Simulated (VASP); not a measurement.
Set up this calculation in VASP 6.6.1, as the native input.

```
Task                      : relaxation of the atoms
Functional                : PBEsol
Potentials or basis       : VASP PAW PBE potentials, release 64 (Ti_sv, C)
Cutoff                    : 520 eV
k mesh                    : 9 × 7 × 1
Occupations               : gaussian, width 0.1 eV
Spin                      : no spin polarisation
Dipole correction         : yes
Atoms held fixed (from 0) : [0, 1, 2, 3, 4]
Further INCAR settings    : ALGO = Normal; EDIFF = 1e-07; IBRION = 2; EDIFFG = -0.025; NSW = 36
```

The structure of Ti4C lies in POSCAR:

```
Ti4C
1.0
    2.8676282151      0.0000000000      0.0000000000
    0.0000000000      4.0554387137      0.0000000000
    0.0000000000      0.0000000000     19.6054200203
Ti C
4 1
Selective dynamics
Direct
    0.5000000000      0.5000000000      0.2040252132  F F F
    0.0000000000      0.0000000000      0.2771587704  F F F
    0.5000000000      0.5000000000      0.3434213386  F F F
    0.0000000000      0.0000000000      0.4134275120  F F F
    0.5000000000      0.0000000000      0.4838162105  F F T
```

One way to write it, as run:

INCAR

```
PREC = Accurate
ENCUT = 520
EDIFF = 1E-7
ISMEAR = 0
SIGMA = 0.1
LREAL = False
LASPH = True
NELM = 100
ALGO = Normal
ISIF = 2
LWAVE = False
LCHARG = False
LDIPOL = True
IDIPOL = 3
DIPOL = 0.5 0.5 0.344
GGA = PS
IBRION = 2
NSW = 36
EDIFFG = -0.025
```

KPOINTS

```
regular mesh
0
Gamma
  9 7 1
```

Potentials or basis: VASP PAW PBE potentials, release 64 (Ti_sv, C).

Run with:

```console
$ cat potpaw_PBE.64/Ti_sv/POTCAR potpaw_PBE.64/C/POTCAR > POTCAR
$ mpirun -np 1 vasp_std > vasp.out
```

Results of the run:

```
Energy gained by relaxing : 48.1 meV/atom
Ionic steps               : 4
Band gap on the k mesh    : zero (bands 26 and 27 overlap by 0.31 eV)
```

It took 8.9 min on 1 thread of Intel(R) Xeon(R) Platinum 8488C (Sapphire Rapids) (shared host), peak memory 0.39 GiB.
